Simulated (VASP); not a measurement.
# Ga4C (Cmmm) in VASP: single point with PBE

Aim: the single point of Ga4C with PBE.

Program: VASP 6.6.1. These are calculated values, not measurements. Logs are shortened: lines on timing, memory, paths and dates and some standing lists are left out, and cuts for length are marked.

**1. The cell of the first run**

It takes space group Cmmm (No. 65, orthorhombic). Conventional cell: a = 6.858 Å, b = 7.283 Å, c = 3.174 Å, α = 90.00°, β = 90.00°, γ = 90.00°. Ga (site symmetry m2m) has 1 C at 2.15 Å and 11 Ga at 2.91 to 3.17 Å within 3.2 Å. Ga (site symmetry 2mm) has 2 C at 2.18 Å and 11 Ga at 2.91 to 3.17 Å within 3.2 Å. Within 2.8 Å of C (site symmetry mmm) lie 6 Ga at 2.15 to 2.18 Å.

The cell was built from a structure type or drawn by symmetry, and may not be a known phase.

**2. Single point, PBE, collinear spin**

Contents of INCAR:

```
SYSTEM = Ga4C
ALGO = Normal
EDIFF = 1E-6
ENCUT = 520
GGA = PE
ISIF = 2
ISMEAR = 0
ISPIN = 2
LASPH = .True.
LCHARG = .True.
LELF = .True.
LORBIT = 11
LREAL = .False.
LVHAR = .True.
LWAVE = .False.
MAGMOM = 0 0 0 0 1
NBANDS = 40
NELM = 150
PREC = Accurate
SIGMA = 0.1
```

Contents of KPOINTS:

```
k-points
0
Gamma
  4 4 6
  0 0 0
```

Contents of POSCAR:

```
Ga4C
1.0
    3.4288746727     -3.6417287917      0.0000000000
    3.4288746727      3.6417287917      0.0000000000
    0.0000000000      0.0000000000      3.1738641079
Ga C
4 1
Direct
    0.7054963523      0.2945036477      0.0000000000
    0.2187136595      0.2187136595      0.5000000000
    0.7812863405      0.7812863405      0.5000000000
    0.2945036477      0.7054963523      0.0000000000
    0.0000000000      0.0000000000      0.0000000000
```

Potentials or basis: VASP PAW PBE potentials, release 64 (Ga_d, C).

On the command line:

```sh
$ cat potpaw_PBE.64/Ga_d/POTCAR potpaw_PBE.64/C/POTCAR > POTCAR
$ mpirun -np 1 vasp_std > vasp.out
```

OUTCAR:

```text
SYSTEM = Ga4C
   EDIFF = 1E-6
   ENCUT = 520
   GGA = PE
   ISIF = 2
   ISMEAR = 0
   ISPIN = 2
   LASPH = .True.
   LORBIT = 11
   LREAL = .False.
   NELM = 150
   PREC = Accurate

 ion  position               nearest neighbor table
   1  0.705  0.295  0.000-   5 2.15   3 2.91   2 2.91   2 2.91   3 2.91
   2  0.219  0.219  0.500-   5 2.18   5 2.18   1 2.91   1 2.91   4 2.91   4 2.91
   3  0.781  0.781  0.500-   5 2.18   5 2.18   1 2.91   1 2.91   4 2.91   4 2.91
   4  0.295  0.705  0.000-   5 2.15   3 2.91   2 2.91   2 2.91   3 2.91
   5  0.000  0.000  0.000-   1 2.15   4 2.15   3 2.18   2 2.18   2 2.18   3 2.18

  LATTYP: Found a base centered orthorhombic cell.
 ALAT       =     6.8577493454
 B/A-ratio  =     1.0620769609
 C/A-ratio  =     0.4628142482

  Lattice vectors:

 A1 = (   3.4288746727,  -3.6417287917,   0.0000000000)
 A2 = (   3.4288746727,   3.6417287917,   0.0000000000)
 A3 = (   0.0000000000,   0.0000000000,   3.1738641079)

Analysis of symmetry for initial positions (statically):
=====================================================================
 Subroutine PRICEL returns:
 Original cell was already a primitive cell.

 Routine SETGRP: Setting up the symmetry group for a
 base centered orthorhombic supercell.

 Subroutine GETGRP returns: Found  8 space group operations
 (whereof  8 operations were pure point group operations)
 out of a pool of  8 trial point group operations.

The static configuration has the point symmetry D_2h.

Analysis of symmetry for dynamics (positions and initial velocities):
=====================================================================
 Subroutine PRICEL returns:
 Original cell was already a primitive cell.

 Routine SETGRP: Setting up the symmetry group for a
 base centered orthorhombic supercell.

 Subroutine GETGRP returns: Found  8 space group operations
 (whereof  8 operations were pure point group operations)
 out of a pool of  8 trial point group operations.

The dynamic configuration has the point symmetry D_2h.

Analysis of structural, dynamic, and magnetic symmetry:
=====================================================================
 Subroutine PRICEL returns:
 Original cell was already a primitive cell.

 Routine SETGRP: Setting up the symmetry group for a
 base centered orthorhombic supercell.

 Subroutine GETGRP returns: Found  8 space group operations
 (whereof  8 operations were pure point group operations)
 out of a pool of  8 trial point group operations.

The overall configuration has the point symmetry D_2h.

 Subroutine INISYM returns: Found  8 space group operations
 (whereof  8 operations are pure point group operations),
 and found     1 'primitive' translations

----------------------------------------------------------------------------------------

                                     Primitive cell

  volume of cell :      79.2643

  direct lattice vectors                    reciprocal lattice vectors
     3.428874673 -3.641728792  0.000000000     0.145820436 -0.137297429  0.000000000
     3.428874673  3.641728792  0.000000000     0.145820436  0.137297429  0.000000000
     0.000000000  0.000000000  3.173864108     0.000000000  0.000000000  0.315073351

  length of vectors
     5.001936636  5.001936636  3.173864108     0.200285255  0.200285255  0.315073351

  position of ions in fractional coordinates (direct lattice)
     0.705496352  0.294503648  0.000000000
     0.218713659  0.218713659  0.500000000
     0.781286341  0.781286341  0.500000000
     0.294503648  0.705496352  0.000000000
     0.000000000  0.000000000  0.000000000

  ion indices of the primitive-cell ions
   primitive index   ion index
                 1           1
                 2           2
                 3           3
                 4           4
                 5           5

----------------------------------------------------------------------------------------

[... 26 lines left out ...]
  0.000000  0.000000  0.000000      1.000000
  0.250000  0.000000  0.000000      4.000000
  0.500000  0.000000  0.000000      2.000000
  0.250000  0.250000  0.000000      2.000000
  0.500000  0.250000  0.000000      4.000000
 -0.250000  0.250000  0.000000      2.000000
[... 16 lines left out ...]
  0.250000  0.000000  0.500000      4.000000
  0.500000  0.000000  0.500000      2.000000
 [... further k-points ...]
   k-points           NKPTS =     28   k-points in BZ     NKDIM =     28   number of bands    NBANDS=     40
   number of dos      NEDOS =    301   number of ions     NIONS =      5
   total plane-waves  NPLWV =  38400
   dimension x,y,z NGX =    40 NGY =   40 NGZ =   24
   dimension x,y,z NGXF=    80 NGYF=   80 NGZF=   48
   ions per type =               4   1
   NGX,Y,Z   is equivalent  to a cutoff of  13.29, 13.29, 12.57 a.u.
   NGXF,Y,Z  is equivalent  to a cutoff of  26.59, 26.59, 25.14 a.u.
 SYSTEM =  Ga4C
   PREC   = accura    normal or accurate (medium, high low for compatibility)
   ISTART =      0    job   : 0-new  1-cont  2-samecut
   ICHARG =      2    charge: 1-file 2-atom 10-const
   ISPIN  =      2    spin polarized calculation?
   LNONCOLLINEAR =      F non collinear calculations
   LSORBIT =      F    spin-orbit coupling
   LASPH  =      T    aspherical Exc in radial PAW
   ENCUT  =  520.0 eV  38.22 Ry    6.18 a.u.   9.30  9.30  5.90*2*pi/ulx,y,z
   NELM   =    150;   NELMIN=  2; NELMDL= -5     # of ELM steps
   EDIFF  = 0.1E-05   stopping-criterion for ELM
   LREAL  =      F    real-space projection
   EDIFFG = 0.1E-04   stopping-criterion for IOM
   NSW    =      0    number of steps for IOM
   IBRION =     -1    ionic relax: 0-MD 1-quasi-New 2-CG
   NFREE  =      0    steps in history (QN), initial steepest desc. (CG)
   ISIF   =      2    stress and relaxation
   ISYM   =      2    0-nonsym 1-usesym 2-fastsym
   POTIM  = 0.5000    time-step for ionic-motion
   TEBEG  =    0.0;   TEEND  =   0.0 temperature during run
   PSTRESS=    0.0 pullay stress
   NELECT =      56.0000    total number of electrons
   NUPDOWN=      -1.0000    fix difference up-down
   EMIN   =  10.00;   EMAX   =-10.00  energy-range for DOS
   EFERMI =   0.00;   METHOD = LEGACY
   ISMEAR =     0;   SIGMA  =   0.10  broadening in eV -4-tet -1-fermi 0-gaus
   EFERMI_NEDOS =   21; number of points for ismear=-14 and -15
   IALGO  =     38    algorithm
   IMIX   =      4    mixing-type and parameters
     AMIX     =   0.40;   BMIX     =  1.00
     AMIX_MAG =   1.60;   BMIX_MAG =  1.00
  volume/ion in A,a.u.               =      15.85       106.98
  Fermi-wavevector in a.u.,A,eV,Ry     =   1.458070  2.755352 28.925546  2.125968
  Thomas-Fermi vector in A             =   2.574797
   LORBIT       =     11    0 simple, 1 ext, 2 COOP (PROOUT), +10 PAW based schemes
   GGA     = PE    functional components
   LHFCALC =     F    Hartree Fock is set to
   AEXX    =    0.0000 exact exchange contribution
   IVDW    =     0    specifies the selected vdW correction
   LEPSILON=     F    determine dielectric tensor
   LRPA    =     F    only Hartree local field effects (RPA)
 spin polarized calculation
 Gauss-broadening in eV      SIGMA  =   0.10
  energy-cutoff  :      520.00
  volume of cell :       79.26
 maximum number of plane-waves:      2168
 NGX is ok and might be reduce to    40
   NGX = 19   NGY = 19   NGZ = 11

 number of electron      56.0000004 magnetization       0.0001165

 number of electron      56.0000004 magnetization      -0.0000236

 Free energy of the ion-electron system (eV)
  ---------------------------------------------------
  ext. energy  EPLUGINS =         0.00000000
  ---------------------------------------------------
  free energy    TOTEN  =       -18.61276237 eV

  energy without entropy =      -18.60829700  energy(sigma->0) =      -18.61052969

 E-fermi :   5.9677     XC(G=0): -11.2948

 val. band max:        5.9082302653   @ k =   0.2500   0.2500   0.0000
 cond. band min:       6.0023976567   @ k =   0.5000   0.0000   0.5000
 fundamental gap:      0.0941673914
 Fermi energy:         5.9676780160

 spin component 1

 k-point     1 :       0.0000    0.0000    0.0000
  band No.  band energies     occupation
      1      -9.2703      1.00000
      2      -9.0237      1.00000
      3      -9.0025      1.00000
      4      -8.9865      1.00000
      5      -8.9650      1.00000
      6      -8.9564      1.00000
[... 1021 lines left out ...]
     39      15.4319      0.00000
     40      16.1841      0.00000

 [... further k-points ...]

 spin component 2

 k-point     1 :       0.0000    0.0000    0.0000
  band No.  band energies     occupation
      1      -9.2703      1.00000
      2      -9.0237      1.00000
      3      -9.0025      1.00000
      4      -8.9865      1.00000
      5      -8.9650      1.00000
      6      -8.9564      1.00000
[... 1021 lines left out ...]
     39      15.4318      0.00000
     40      16.1840      0.00000

 [... further k-points ...]

------------------------ aborting loop because EDIFF is reached ----------------------------------------

  FORCE on cell =-STRESS in cart. coord.  units (eV):
  Direction    XX          YY          ZZ          XY          YZ          ZX
  --------------------------------------------------------------------------------------
  -------------------------------------------------------------------------------------
  Total       -0.0111644      0.1976406     -0.0561130     -0.0000000      0.0000000      0.0000000
  in kB       -0.2256674      3.9949310     -1.1342172     -0.0000000      0.0000000      0.0000000
  external PRESSURE =       0.8783488 kB  Pullay stress =       0.0000000 kB

 VOLUME and BASIS-vectors are now :
 -----------------------------------------------------------------------------
  energy-cutoff  :      520.00
  volume of cell :       79.26
      direct lattice vectors                 reciprocal lattice vectors
     3.428874673 -3.641728792  0.000000000     0.145820436 -0.137297429  0.000000000
     3.428874673  3.641728792  0.000000000     0.145820436  0.137297429  0.000000000
     0.000000000  0.000000000  3.173864108     0.000000000  0.000000000  0.315073351

 POSITION                                       TOTAL-FORCE (eV/Angst)
 -----------------------------------------------------------------------------------
      3.42887     -1.49672      0.00000         0.000000      0.041407      0.000000
      1.49988      0.00000      1.58693        -0.014053     -0.000000     -0.000000
      5.35787      0.00000      1.58693         0.014053     -0.000000      0.000000
      3.42887      1.49672      0.00000         0.000000     -0.041407      0.000000
      0.00000      0.00000      0.00000         0.000000      0.000000      0.000000
 -----------------------------------------------------------------------------------
    total drift:                               -0.000000     -0.000000     -0.000000

  FREE ENERGIE OF THE ION-ELECTRON SYSTEM (eV)
  ---------------------------------------------------
  free  energy   TOTEN  =       -18.6127623736 eV

  energy  without entropy=      -18.6082970043  energy(sigma->0) =      -18.61052969

 total charge

# of ion       s       p       d       tot
------------------------------------------
    1        0.991   0.577   9.982  11.551
    2        0.942   0.621  10.008  11.572
    3        0.942   0.621  10.008  11.572
    4        0.991   0.577   9.982  11.551
    5        0.882   1.428   0.000   2.309
--------------------------------------------------
tot          4.749   3.824  39.980  48.553

 magnetization (x)

# of ion       s       p       d       tot
------------------------------------------
    1        0.000   0.000   0.000   0.000
    2        0.000  -0.000  -0.000  -0.000
    3        0.000  -0.000  -0.000  -0.000
    4        0.000   0.000   0.000   0.000
    5       -0.000  -0.000   0.000  -0.000
--------------------------------------------------
tot          0.000  -0.000   0.000  -0.000
```

Run time: 64 s. Hardware: 1 thread of Intel Xeon 6975P-C (Granite Rapids), shared host; peak memory 0.28 GiB.

Results:

```yaml
Free_energy: -18.6128 eV
Pressure: 0.1 GPa
Largest_force: 0.041 eV/Å
Band_gap_on_the_k_mesh: zero (filled and empty bands overlap)
Net_moment: 0.00 μB per cell
Valence_electrons_inside_the_program's_atomic_spheres: Ga 11.55, 11.57 (each value once); C 2.31
```

Forces in eV/Å, atoms in the order of the input:
```
Ga   0.000  0.041  0.000
Ga  -0.014  0.000  0.000
Ga   0.014  0.000  0.000
Ga   0.000 -0.041  0.000
C    0.000  0.000  0.000
```

Levels at points of the mesh, in eV from the Fermi level:
Spin up:
```csv
k point,band 24,band 25,band 26,band 27,band 28,band 29,band 30,band 31,band 32,band 33
"(0.00, 0.00, 0.00)",-6.48,-3.71,-1.53,-1.25,-0.80,0.06,1.24,5.44,5.52,5.92
"(0.50, 0.00, 0.00)",-5.19,-3.86,-3.85,-1.07,0.57,1.87,4.08,4.21,4.64,5.84
"(0.50, 0.50, 0.00)",-8.05,-0.96,-0.52,-0.37,0.10,3.35,3.50,4.47,5.09,5.15
"(0.00, 0.00, 0.50)",-4.62,-3.77,-2.97,-2.56,-0.38,0.18,0.50,1.25,2.82,3.04
"(0.50, 0.00, 0.50)",-5.35,-3.86,-2.05,-1.44,-0.89,-0.11,0.03,0.13,1.86,3.30
"(0.50, 0.50, 0.50)",-5.11,-4.63,-4.02,-3.65,-3.46,1.04,2.06,3.95,4.00,5.89
```
Spin down:
```csv
k point,band 25,band 26,band 27,band 28,band 29,band 30,band 31,band 32
"(0.00, 0.00, 0.00)",-3.71,-1.53,-1.25,-0.80,0.06,1.24,5.44,5.52
"(0.50, 0.00, 0.00)",-3.86,-3.85,-1.07,0.57,1.87,4.08,4.21,4.64
"(0.50, 0.50, 0.00)",-0.96,-0.52,-0.37,0.10,3.35,3.50,4.47,5.09
"(0.00, 0.00, 0.50)",-3.77,-2.97,-2.56,-0.38,0.18,0.50,1.25,2.82
"(0.50, 0.00, 0.50)",-3.86,-2.05,-1.44,-0.89,-0.11,0.03,0.13,1.86
"(0.50, 0.50, 0.50)",-4.63,-4.02,-3.65,-3.46,1.04,2.06,3.95,4.00
```
